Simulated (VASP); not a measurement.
# SnSe (Fm-3m) in VASP: a series of runs

The runs below take SnSe through single point, with PBE exchange alone, LDA, RPBE+D4.

Everything below comes from runs of VASP 6.6.1. Logs are shortened: lines on timing, memory, paths and dates and some standing lists are left out, and cuts for length are marked.

### Step 1. The cell of the first run

Symmetry: Fm-3m, No. 225, cubic system. The conventional cell has a = 5.939 Å, b = 5.939 Å, c = 5.939 Å, α = 90.00°, β = 90.00°, γ = 90.00°. Sn (site symmetry m-3m) has 6 Se at 2.97 Å within 3.9 Å. Se (site symmetry m-3m) has 6 Sn at 2.97 Å within 3.9 Å.

### Step 2. Single point, PBE exchange alone

Contents of INCAR:

```
SYSTEM = SnSe
  AGGAC = 0.0
  ALDAC = 0.0
  ALGO = Normal
  EDIFF = 1E-7
  ENCUT = 520
  GGA = PE
  ISIF = 2
  ISMEAR = -1
  LASPH = .TRUE.
  LCHARG = .FALSE.
  LREAL = .FALSE.
  LWAVE = .FALSE.
  NBANDS = 17
  NELM = 100
  PREC = Accurate
  SIGMA = 0.05
```

Contents of KPOINTS:

```
k-points
0
G
  8 8 8
  0 0 0
```

Contents of POSCAR:

```
SnSe
1.0
    0.0000000000      2.9693193375      2.9693193375
    2.9693193375      0.0000000000      2.9693193375
    2.9693193375      2.9693193375      0.0000000000
Sn Se
1 1
Direct
    0.0000000000      0.0000000000      0.0000000000
    0.5000000000      0.5000000000      0.5000000000
```

Potentials or basis: VASP PAW PBE potentials, release 64 (Sn_d, Se).

On the command line:

```bash
cat potpaw_PBE.64/Sn_d/POTCAR potpaw_PBE.64/Se/POTCAR > POTCAR
mpirun -np 1 vasp_std > vasp.out
```

OUTCAR:

```text
SYSTEM = SnSe
   EDIFF = 1E-7
   ENCUT = 520
   GGA = PE
   ISIF = 2
   ISMEAR = -1
   LASPH = .TRUE.
   LREAL = .FALSE.
   NELM = 100
   PREC = Accurate

 ion  position               nearest neighbor table
   1  0.000  0.000  0.000-   2 2.97   2 2.97   2 2.97   2 2.97   2 2.97   2 2.97
   2  0.500  0.500  0.500-   1 2.97   1 2.97   1 2.97   1 2.97   1 2.97   1 2.97

  LATTYP: Found a face centered cubic cell.
 ALAT       =     5.9386386750

  Lattice vectors:

 A1 = (   0.0000000000,   2.9693193375,   2.9693193375)
 A2 = (   2.9693193375,   0.0000000000,   2.9693193375)
 A3 = (   2.9693193375,   2.9693193375,   0.0000000000)

Analysis of symmetry for initial positions (statically):
=====================================================================
 Subroutine PRICEL returns:
 Original cell was already a primitive cell.

 Routine SETGRP: Setting up the symmetry group for a
 face centered cubic supercell.

 Subroutine GETGRP returns: Found 48 space group operations
[... 9 lines left out ...]

 Routine SETGRP: Setting up the symmetry group for a
 face centered cubic supercell.

 Subroutine GETGRP returns: Found 48 space group operations
[... 11 lines left out ...]
                                     Primitive cell

  volume of cell :      52.3601

  direct lattice vectors                    reciprocal lattice vectors
     0.000000000  2.969319337  2.969319337    -0.168388760  0.168388760  0.168388760
     2.969319337  0.000000000  2.969319337     0.168388760 -0.168388760  0.168388760
     2.969319337  2.969319337  0.000000000     0.168388760  0.168388760 -0.168388760

  length of vectors
     4.199251678  4.199251678  4.199251678     0.291657887  0.291657887  0.291657887

  position of ions in fractional coordinates (direct lattice)
     0.000000000  0.000000000  0.000000000
     0.500000000  0.500000000  0.500000000

  ion indices of the primitive-cell ions
   primitive index   ion index
                 1           1
                 2           2

----------------------------------------------------------------------------------------

 KPOINTS: k-points

Automatic generation of k-mesh.
 Grid dimensions read from file:
 generate k-points for:    8    8    8

 Generating k-lattice:

  Cartesian coordinates                     Fractional coordinates (reciprocal lattice)
    -0.021048595  0.021048595  0.021048595     0.125000000  0.000000000  0.000000000
     0.021048595 -0.021048595  0.021048595     0.000000000  0.125000000  0.000000000
     0.021048595  0.021048595 -0.021048595     0.000000000  0.000000000  0.125000000

  Length of vectors
     0.036457236  0.036457236  0.036457236

  Shift w.r.t. Gamma in fractional coordinates (k-lattice)
     0.000000000  0.000000000  0.000000000

 Subroutine IBZKPT returns following result:
 ===========================================

 Found     29 irreducible k-points:

 Following reciprocal coordinates:
            Coordinates               Weight
  0.000000  0.000000  0.000000      1.000000
  0.125000  0.000000  0.000000      8.000000
  0.250000  0.000000  0.000000      8.000000
  0.375000  0.000000  0.000000      8.000000
  0.500000  0.000000  0.000000      4.000000
  0.125000  0.125000  0.000000      6.000000
[... 16 lines left out ...]
  0.500000  0.250000  0.125000     48.000000
 -0.375000  0.250000  0.125000     24.000000
 [... further k-points ...]
   k-points           NKPTS =     29   k-points in BZ     NKDIM =     29   number of bands    NBANDS=     17
   number of dos      NEDOS =    301   number of ions     NIONS =      2
   total plane-waves  NPLWV =  32768
   dimension x,y,z NGX =    32 NGY =   32 NGZ =   32
   dimension x,y,z NGXF=    64 NGYF=   64 NGZF=   64
   ions per type =               1   1
   NGX,Y,Z   is equivalent  to a cutoff of  12.67, 12.67, 12.67 a.u.
   NGXF,Y,Z  is equivalent  to a cutoff of  25.34, 25.34, 25.34 a.u.
 SYSTEM =  SnSe
   PREC   = accura    normal or accurate (medium, high low for compatibility)
   ISTART =      0    job   : 0-new  1-cont  2-samecut
   ICHARG =      2    charge: 1-file 2-atom 10-const
   ISPIN  =      1    spin polarized calculation?
   LNONCOLLINEAR =      F non collinear calculations
   LSORBIT =      F    spin-orbit coupling
   LASPH  =      T    aspherical Exc in radial PAW
   ENCUT  =  520.0 eV  38.22 Ry    6.18 a.u.   7.81  7.81  7.81*2*pi/ulx,y,z
   NELM   =    100;   NELMIN=  2; NELMDL= -5     # of ELM steps
   EDIFF  = 0.1E-06   stopping-criterion for ELM
   LREAL  =      F    real-space projection
   EDIFFG = 0.1E-05   stopping-criterion for IOM
   NSW    =      0    number of steps for IOM
   IBRION =     -1    ionic relax: 0-MD 1-quasi-New 2-CG
   NFREE  =      0    steps in history (QN), initial steepest desc. (CG)
   ISIF   =      2    stress and relaxation
   ISYM   =      2    0-nonsym 1-usesym 2-fastsym
   POTIM  = 0.5000    time-step for ionic-motion
   TEBEG  =    0.0;   TEEND  =   0.0 temperature during run
   PSTRESS=    0.0 pullay stress
   NELECT =      20.0000    total number of electrons
   NUPDOWN=      -1.0000    fix difference up-down
   EMIN   =  10.00;   EMAX   =-10.00  energy-range for DOS
   EFERMI =   0.00;   METHOD = LEGACY
   ISMEAR =    -1;   SIGMA  =   0.05  broadening in eV -4-tet -1-fermi 0-gaus
   EFERMI_NEDOS =   21; number of points for ismear=-14 and -15
   IALGO  =     38    algorithm
   IMIX   =      4    mixing-type and parameters
     AMIX     =   0.40;   BMIX     =  1.00
     AMIX_MAG =   1.60;   BMIX_MAG =  1.00
  volume/ion in A,a.u.               =      26.18       176.67
  Fermi-wavevector in a.u.,A,eV,Ry     =   1.187822  2.244658 19.196738  1.410920
  Thomas-Fermi vector in A             =   2.323965
   LORBIT       =      0    0 simple, 1 ext, 2 COOP (PROOUT), +10 PAW based schemes
   GGA     = PE    functional components
   LHFCALC =     F    Hartree Fock is set to
   AEXX    =    0.0000 exact exchange contribution
   IVDW    =     0    specifies the selected vdW correction
   LEPSILON=     F    determine dielectric tensor
   LRPA    =     F    only Hartree local field effects (RPA)
 non-spin polarized calculation
  energy-cutoff  :      520.00
  volume of cell :       52.36
 maximum number of plane-waves:      1424
   NGX = 15   NGY = 15   NGZ = 15

 number of electron      20.0000006 magnetization

 Free energy of the ion-electron system (eV)
  ---------------------------------------------------
  ext. energy  EPLUGINS =         0.00000000
  ---------------------------------------------------
  free energy    TOTEN  =        -5.52344407 eV

  energy without entropy =       -5.52339302  energy(sigma->0) =       -5.52341855

 E-fermi :   7.9403     XC(G=0):  -8.1171

 val. band max:        7.6691954475   @ k =   0.5000   0.0000   0.0000
 cond. band min:       8.2411420913   @ k =   0.5000   0.0000   0.0000
 fundamental gap:      0.5719466438
 Fermi energy:         7.9403307051

 k-point     1 :       0.0000    0.0000    0.0000
  band No.  band energies     occupation
      1     -13.8772      2.00000
      2     -13.8772      2.00000
      3     -13.8765      2.00000
      4     -13.8765      2.00000
      5     -13.8765      2.00000
      6      -6.5766      2.00000
[... 9 lines left out ...]
     16      13.5827      0.00000
     17      15.9186      0.00000

 k-point     2 :       0.1250    0.0000    0.0000
  band No.  band energies     occupation
      1     -13.8786      2.00000
      2     -13.8786      2.00000
      3     -13.8761      2.00000
      4     -13.8744      2.00000
      5     -13.8744      2.00000
      6      -6.4597      2.00000
[... 9 lines left out ...]
     16      13.9575      0.00000
     17      16.9709      0.00000

 k-point     3 :       0.2500    0.0000    0.0000
  band No.  band energies     occupation
      1     -13.8821      2.00000
      2     -13.8821      2.00000
      3     -13.8750      2.00000
      4     -13.8689      2.00000
      5     -13.8689      2.00000
      6      -6.1433      2.00000
[... 9 lines left out ...]
     16      14.9320      0.00000
     17      19.1759      0.00000

 k-point     4 :       0.3750    0.0000    0.0000
  band No.  band energies     occupation
      1     -13.8857      2.00000
      2     -13.8857      2.00000
      3     -13.8741      2.00000
      4     -13.8634      2.00000
      5     -13.8634      2.00000
      6      -5.7563      2.00000
[... 9 lines left out ...]
     16      16.4261      0.00000
     17      19.4809      0.00000

 k-point     5 :       0.5000    0.0000    0.0000
  band No.  band energies     occupation
      1     -13.8872      2.00000
      2     -13.8872      2.00000
      3     -13.8737      2.00000
      4     -13.8611      2.00000
      5     -13.8611      2.00000
      6      -5.5637      2.00000
[... 9 lines left out ...]
     16      17.9206      0.00000
     17      18.0151      0.00000

 k-point     6 :       0.1250    0.1250    0.0000
  band No.  band energies     occupation
      1     -13.8810      2.00000
      2     -13.8777      2.00000
      3     -13.8759      2.00000
      4     -13.8735      2.00000
      5     -13.8735      2.00000
      6      -6.4205      2.00000
[... 9 lines left out ...]
     16      14.6355      0.00000
     17      16.1219      0.00000
[... 281 lines left out ...]
 k-point    21 :       0.5000    0.5000    0.0000
  band No.  band energies     occupation
      1     -13.9143      2.00000
      2     -13.8843      2.00000
      3     -13.8681      2.00000
      4     -13.8554      2.00000
      5     -13.8554      2.00000
      6      -5.2513      2.00000
[... 9 lines left out ...]
     16      19.7794      0.00000
     17      20.3503      0.00000

 k-point    22 :       0.3750    0.2500    0.1250
  band No.  band energies     occupation
      1     -13.8901      2.00000
      2     -13.8778      2.00000
      3     -13.8772      2.00000
      4     -13.8664      2.00000
      5     -13.8645      2.00000
      6      -5.8880      2.00000
[... 9 lines left out ...]
     16      17.3015      0.00000
     17      17.4293      0.00000

 k-point    23 :       0.5000    0.2500    0.1250
  band No.  band energies     occupation
      1     -13.8934      2.00000
      2     -13.8802      2.00000
      3     -13.8739      2.00000
      4     -13.8646      2.00000
      5     -13.8615      2.00000
      6      -5.5573      2.00000
[... 9 lines left out ...]
     16      17.5518      0.00000
     17      19.0037      0.00000

 k-point    24 :      -0.3750    0.2500    0.1250
  band No.  band energies     occupation
      1     -13.8946      2.00000
      2     -13.8815      2.00000
      3     -13.8707      2.00000
      4     -13.8661      2.00000
      5     -13.8598      2.00000
      6      -5.3997      2.00000
[... 9 lines left out ...]
     16      18.6545      0.00000
     17      18.7382      0.00000

 [... further k-points ...]
[... 5 lines left out ...]
  --------------------------------------------------------------------------------------
  -------------------------------------------------------------------------------------
  Total        4.4261130      4.4261130      4.4261130      0.0000000      0.0000000      0.0000000
  in kB      135.4354538    135.4354538    135.4354538      0.0000000      0.0000000      0.0000000
  external PRESSURE =     135.4354538 kB  Pullay stress =       0.0000000 kB

 VOLUME and BASIS-vectors are now :
 -----------------------------------------------------------------------------
  energy-cutoff  :      520.00
  volume of cell :       52.36
      direct lattice vectors                 reciprocal lattice vectors
     0.000000000  2.969319337  2.969319337    -0.168388760  0.168388760  0.168388760
     2.969319337  0.000000000  2.969319337     0.168388760 -0.168388760  0.168388760
     2.969319337  2.969319337  0.000000000     0.168388760  0.168388760 -0.168388760

 POSITION                                       TOTAL-FORCE (eV/Angst)
 -----------------------------------------------------------------------------------
      0.00000      0.00000      0.00000        -0.000000      0.000000     -0.000000
      2.96932      2.96932      2.96932         0.000000     -0.000000      0.000000
 -----------------------------------------------------------------------------------
    total drift:                                0.000000     -0.000000     -0.000000

  FREE ENERGIE OF THE ION-ELECTRON SYSTEM (eV)
  ---------------------------------------------------
  free  energy   TOTEN  =        -5.5234440735 eV

  energy  without entropy=       -5.5233930227  energy(sigma->0) =       -5.52341855
```

Wall time 20 s (1 thread of Intel Xeon 6975P-C, shared host); peak memory 0.19 GiB.

Results:

```
Free energy            : -5.5234 eV
Pressure               : 13.5 GPa
Band gap on the k mesh : 0.57 eV, direct
```

Caveat: spin-orbit coupling is left out, which moves the levels of the heavy elements.

(Part 1 of 2 ends here.)
